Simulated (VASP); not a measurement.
Crystal: SiC (Moissanite 6H).

```
Si C
1.0
     3.07909    0.00000    0.00000
    -1.53954    2.66657    0.00000
     0.00000    0.00000   15.10769
Si C
6 6
Direct
  0.00000 0.00000 0.12503
  0.00000 0.00000 0.62503
  0.33333 0.66667 0.29182
  0.66667 0.33333 0.79182
  0.33333 0.66667 0.95831
  0.66667 0.33333 0.45831
  0.00000 0.00000 0.99969
  0.00000 0.00000 0.49969
  0.33333 0.66667 0.16683
  0.66667 0.33333 0.66683
  0.33333 0.66667 0.83332
  0.66667 0.33333 0.33332
```

Base run:

```yaml
Program: VASP 6.6.1
Functional: PBEsol
Potentials_or_basis: VASP PAW PBE potentials, release 64 (Si, C)
Cutoff: 520 eV
k_mesh: 12 × 12 × 2
Occupations: gaussian, width 0.02 eV
Spin: no spin polarisation
```

Its results: band gap on the k mesh 1.91 eV, indirect (least direct gap 3.02 eV); pressure 0.3 GPa.

Question: The run is repeated on the same cell with these changes: functional from PBEsol to r2SCAN. What comes out?

Answer: Band gap on the k mesh 2.40 eV, indirect (least direct gap 3.56 eV); pressure -0.3 GPa.

r2SCAN gives the wider gap, since meta-GGAs in the generalised Kohn-Sham scheme recover part of the derivative discontinuity.

Caveats: the PAW data sets were made with another functional, which shifts forces and pressure a little.

A k mesh can miss the band edges.
